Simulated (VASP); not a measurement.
# Pd (Pm-3n) in VASP: further runs, part 2 of 2

VASP 6.6.1. The steps go on from the part before.

## Step 3: Relaxation of cell and atoms, revPBE

This run uses another cell than the first one, of 14.71 Å³/atom.

Contents of INCAR:

```
PREC     = Accurate       # precision mode
ENCUT    = 600            # plane-wave cutoff, eV
EDIFF    = 1E-6           # SCF threshold, eV
ISMEAR   = -1             # smearing method
SIGMA    = 0.1            # smearing width, eV
LREAL    = False          # projectors in reciprocal space
LASPH    = True           # aspherical terms in the spheres
NELM     = 60             # most SCF steps
ALGO     = Normal         # electronic algorithm
ISIF     = 3              # what is computed and relaxed
LWAVE    = False          # write WAVECAR
LCHARG   = False          # write CHGCAR
GGA      = RE             # functional
IBRION   = 2              # ionic algorithm
NSW      = 80             # ionic steps
EDIFFG   = -0.01          # ionic threshold
```

Contents of KPOINTS:

```
Automatic mesh
0
Gamma
  5 5 5
```

Contents of POSCAR:

```
Pd
1.0
    4.9008408999      0.0000000000      0.0000000000
    0.0000000000      4.9008408999      0.0000000000
    0.0000000000      0.0000000000      4.9008408999
Pd
8
Direct
    0.0000000000      0.0000000000      0.0000000000
    0.5000000000      0.5000000000      0.5000000000
    0.2500000000      0.0000000000      0.5000000000
    0.7500000000      0.0000000000      0.5000000000
    0.5000000000      0.2500000000      0.0000000000
    0.5000000000      0.7500000000      0.0000000000
    0.0000000000      0.5000000000      0.2500000000
    0.0000000000      0.5000000000      0.7500000000
```

Potentials or basis: VASP PAW PBE potentials, release 64 (Pd).

Launch:

```
> cat potpaw_PBE.64/Pd/POTCAR > POTCAR
> mpirun -np 1 vasp_std > vasp.out
```

OUTCAR:

```text
PREC = Accurate
   ENCUT = 600
   EDIFF = 1E-6
   ISMEAR = -1
   LREAL = False
   LASPH = True
   NELM = 60
   ISIF = 3
   GGA = RE
   IBRION = 2
   NSW = 80
   EDIFFG = -0.01

 ion  position               nearest neighbor table
   1  0.000  0.000  0.000-   3 2.74   4 2.74   5 2.74   6 2.74   7 2.74   8 2.74   3 2.74   4 2.74
                             7 2.74   8 2.74   5 2.74   6 2.74
   2  0.500  0.500  0.500-   3 2.74   4 2.74   5 2.74   6 2.74   7 2.74   8 2.74   5 2.74   6 2.74
                             3 2.74   4 2.74   7 2.74   8 2.74
   3  0.250  0.000  0.500-   4 2.45   4 2.45   1 2.74   1 2.74   2 2.74   2 2.74   8 3.00   5 3.00
                             5 3.00   6 3.00   6 3.00   7 3.00   8 3.00   7 3.00
   4  0.750  0.000  0.500-   3 2.45   3 2.45   1 2.74   1 2.74   2 2.74   2 2.74   8 3.00   5 3.00
                             5 3.00   6 3.00   6 3.00   7 3.00   8 3.00   7 3.00
   5  0.500  0.250  0.000-   6 2.45   6 2.45   1 2.74   2 2.74   2 2.74   1 2.74   8 3.00   4 3.00
                             3 3.00   4 3.00   3 3.00   7 3.00   7 3.00   8 3.00
   6  0.500  0.750  0.000-   5 2.45   5 2.45   1 2.74   2 2.74   2 2.74   1 2.74   8 3.00   4 3.00
                             3 3.00   4 3.00   3 3.00   7 3.00   7 3.00   8 3.00
   7  0.000  0.500  0.250-   8 2.45   8 2.45   1 2.74   2 2.74   1 2.74   2 2.74   3 3.00   4 3.00
                             5 3.00   3 3.00   4 3.00   6 3.00   5 3.00   6 3.00
   8  0.000  0.500  0.750-   7 2.45   7 2.45   1 2.74   2 2.74   1 2.74   2 2.74   3 3.00   4 3.00
                             5 3.00   3 3.00   4 3.00   6 3.00   5 3.00   6 3.00

  LATTYP: Found a simple cubic cell.
 ALAT       =     4.9008408999

  Lattice vectors:

 A1 = (   4.9008408999,   0.0000000000,   0.0000000000)
 A2 = (   0.0000000000,   4.9008408999,   0.0000000000)
 A3 = (   0.0000000000,   0.0000000000,   4.9008408999)

Analysis of symmetry for initial positions (statically):
=====================================================================
 Subroutine PRICEL returns:
 Original cell was already a primitive cell.

 Routine SETGRP: Setting up the symmetry group for a
 simple cubic supercell.

 Subroutine GETGRP returns: Found 48 space group operations
 (whereof 24 operations were pure point group operations)
 out of a pool of 48 trial point group operations.

The static configuration has the point symmetry T_h .
 The point group associated with its full space group is O_h .

Analysis of symmetry for dynamics (positions and initial velocities):
=====================================================================
[... 128 lines left out ...]
     AMIX_MAG =   1.60;   BMIX_MAG =  1.00
  volume/ion in A,a.u.               =      14.71        99.29
  Fermi-wavevector in a.u.,A,eV,Ry     =   1.439354  2.719984 28.187725  2.071739
  Thomas-Fermi vector in A             =   2.558219
   LORBIT       =      0    0 simple, 1 ext, 2 COOP (PROOUT), +10 PAW based schemes
   GGA     = RE    functional components
   LHFCALC =     F    Hartree Fock is set to
   AEXX    =    0.0000 exact exchange contribution
   IVDW    =     0    specifies the selected vdW correction
   LEPSILON=     F    determine dielectric tensor
   LRPA    =     F    only Hartree local field effects (RPA)
 conjugate gradient relaxation of ions
 non-spin polarized calculation
  energy-cutoff  :      600.00
  volume of cell :      117.71
 maximum number of plane-waves:      3950
 NGX is ok and might be reduce to    40
   NGX = 19   NGY = 19   NGZ = 19

--------------------------------------- Ionic step        1  -------------------------------------------

 number of electron      80.0000018 magnetization

 Free energy of the ion-electron system (eV)
  ---------------------------------------------------
  ext. energy  EPLUGINS =         0.00000000
  ---------------------------------------------------
  free energy    TOTEN  =       -36.76435042 eV

  energy without entropy =      -36.34603240  energy(sigma->0) =      -36.55519141

------------------------ aborting loop because EDIFF is reached ----------------------------------------

  FORCE on cell =-STRESS in cart. coord.  units (eV):
  Direction    XX          YY          ZZ          XY          YZ          ZX
  --------------------------------------------------------------------------------------
  -------------------------------------------------------------------------------------
  Total       11.9548281     11.9548281     11.9548281      0.0000000      0.0000000      0.0000000
  in kB      162.7204387    162.7204387    162.7204387      0.0000000      0.0000000      0.0000000
  external PRESSURE =     162.7204387 kB  Pullay stress =       0.0000000 kB
[... 113 lines left out ...]
--------------------------------------- Ionic step        4  -------------------------------------------

 number of electron      79.9999964 magnetization

 Free energy of the ion-electron system (eV)
  ---------------------------------------------------
  ext. energy  EPLUGINS =         0.00000000
  ---------------------------------------------------
  free energy    TOTEN  =       -37.26829400 eV

  energy without entropy =      -36.80108203  energy(sigma->0) =      -37.03468802

 E-fermi :   8.5006     XC(G=0): -12.5487

 val. band max:        8.4482278963   @ k =   0.4000   0.0000   0.0000
 cond. band min:       8.5025814911   @ k =   0.4000   0.0000   0.0000
 fundamental gap:      0.0543535948
 Fermi energy:         8.5006351149

 k-point     1 :       0.0000    0.0000    0.0000
  band No.  band energies     occupation
      1       2.0065      2.00000
      2       3.6087      2.00000
      3       3.6087      2.00000
      4       4.3301      2.00000
      5       4.4550      2.00000
      6       4.4550      2.00000
[... 534 lines left out ...]
  FREE ENERGIE OF THE ION-ELECTRON SYSTEM (eV)
  ---------------------------------------------------
  free  energy   TOTEN  =       -37.2682939980 eV

  energy  without entropy=      -36.8010820348  energy(sigma->0) =      -37.03468802

 reached required accuracy - stopping structural energy minimisation
```

Run time: 3.2 min. Hardware: 1 thread of Intel Xeon Platinum 8375C at 2.90GHz (Ice Lake), shared host; peak memory 0.27 GiB.

Results:

| Quantity | Value |
| --- | --- |
| Free energy | -37.2683 eV |
| Relaxed volume | 16.09 Å³/atom |
| Relaxed cell | a = 5.049 Å, b = 5.049 Å, c = 5.049 Å, α = 90.00°, β = 90.00°, γ = 90.00° |
| Space group after relaxing (to 0.1 Å) | Pm-3n (No. 223) |
| Energy gained by relaxing | 63.0 meV/atom |
| Ionic steps | 4 |
| Pressure after relaxing | -0.1 GPa |
| Band gap on the k mesh | zero (bands 40 and 41 overlap by 0.19 eV) |

Step by step:
```csv
step,energy change (eV),largest force (eV/Å),pressure (GPa),volume (Å³)
1,0.0000,0.0000,16.27,117.71
2,0.2057,0.0000,-12.11,145.05
3,-0.5036,0.0000,-0.33,128.97
4,-0.5039,0.0000,-0.06,128.72
```

Final structure:
```yaml
crystal:
  lattice:
    - [5.04908, 0.00000, 0.00000]
    - [0.00000, 5.04908, 0.00000]
    - [0.00000, 0.00000, 5.04908]
  atoms:
    - { symbol: Pd, position: [0.00000, 0.00000, 0.00000] }
    - { symbol: Pd, position: [0.50000, 0.50000, 0.50000] }
    - { symbol: Pd, position: [0.25000, 0.00000, 0.50000] }
    - { symbol: Pd, position: [0.75000, 0.00000, 0.50000] }
    - { symbol: Pd, position: [0.50000, 0.25000, 0.00000] }
    - { symbol: Pd, position: [0.50000, 0.75000, 0.00000] }
    - { symbol: Pd, position: [0.00000, 0.50000, 0.25000] }
    - { symbol: Pd, position: [0.00000, 0.50000, 0.75000] }
```

Caveat: the PAW data sets were made with another functional, which shifts forces and pressure a little.
